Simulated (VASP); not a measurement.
Wanted: the native input for a VASP 6.6.1 run.

- Task: relaxation of cell and atoms
- Functional: r2SCAN
- Potentials or basis: VASP PAW PBE potentials, release 64 (Zr_sv, H)
- Cutoff: 600 eV
- k mesh: 10 × 10 × 10
- Occupations: fermi-dirac, width 0.1 eV
- Spin: no spin polarisation
- Dipole correction: no
- Further INCAR settings: ALGO = Normal; EDIFF = 1e-06; IBRION = 2; EDIFFG = -0.01; NSW = 80; ISIF = 3

ZrH:

```
CELL_PARAMETERS angstrom
-1.64391 1.64391 2.50440
1.64391 -1.64391 2.50440
1.64391 1.64391 -2.50440
ATOMIC_POSITIONS crystal
Zr 0.00000 0.00000 0.00000
H 0.75000 0.25000 0.50000
```

One way to write it, as run:

POSCAR

```
ZrH
1.0
   -1.6439080000      1.6439080000      2.5043990000
    1.6439080000     -1.6439080000      2.5043990000
    1.6439080000      1.6439080000     -2.5043990000
Zr H
1 1
Direct
    0.0000000000      0.0000000000      0.0000000000
    0.7500000000      0.2500000000      0.5000000000
```

INCAR.step1

```
SYSTEM = ZrH
PREC = Accurate ; ENCUT = 600
ISMEAR = -1 ; SIGMA = 0.1
LREAL = .False. ; LASPH = .True.
NELM = 100 ; GGA = PE
ALGO = Normal ; EDIFF = 1E-4
LWAVE = .True. ; LCHARG = .False.
```

INCAR.step2

```
SYSTEM = ZrH
PREC = Accurate ; ENCUT = 600
EDIFF = 1E-6 ; ISMEAR = -1
SIGMA = 0.1 ; LREAL = .False.
LASPH = .True. ; NELM = 100
ALGO = Normal ; ISIF = 3
LWAVE = .False. ; LCHARG = .False.
METAGGA = R2SCAN ; LMIXTAU = .True.
IBRION = 2 ; NSW = 80
EDIFFG = -0.01 ; ISTART = 1
```

KPOINTS

```
regular mesh
0
Gamma
  10 10 10
  0 0 0
```

Potentials or basis: VASP PAW PBE potentials, release 64 (Zr_sv, H).

The run is started by

```bash
$ cat potpaw_PBE.64/Zr_sv/POTCAR potpaw_PBE.64/H/POTCAR > POTCAR
$ cp INCAR.step1 INCAR
$ mpirun -np 1 vasp_std > vasp.out
$ cp INCAR.step2 INCAR
$ mpirun -np 1 vasp_std > vasp.out
```

It gave:

| Quantity | Value |
| --- | --- |
| Relaxed volume | 13.44 Å³/atom |
| Relaxed cell | a = 3.364 Å, b = 3.364 Å, c = 3.364 Å, α = 120.12°, β = 120.12°, γ = 89.79° |
| Space group after relaxing (to 0.1 Å) | F-43m (No. 216) |
| Energy gained by relaxing | 2.3 meV/atom |
| Ionic steps | 8 |
| Pressure after relaxing | 0.0 GPa |
| Band gap on the k mesh | zero (an odd number of electrons rules out a gap without spin polarisation) |

Caveat: the PAW data sets were made with another functional, which shifts forces and pressure a little.

Run time: 12 min on 1 thread of Oxide Virtual Turin-like Processor (shared host), peak memory 0.17 GiB.
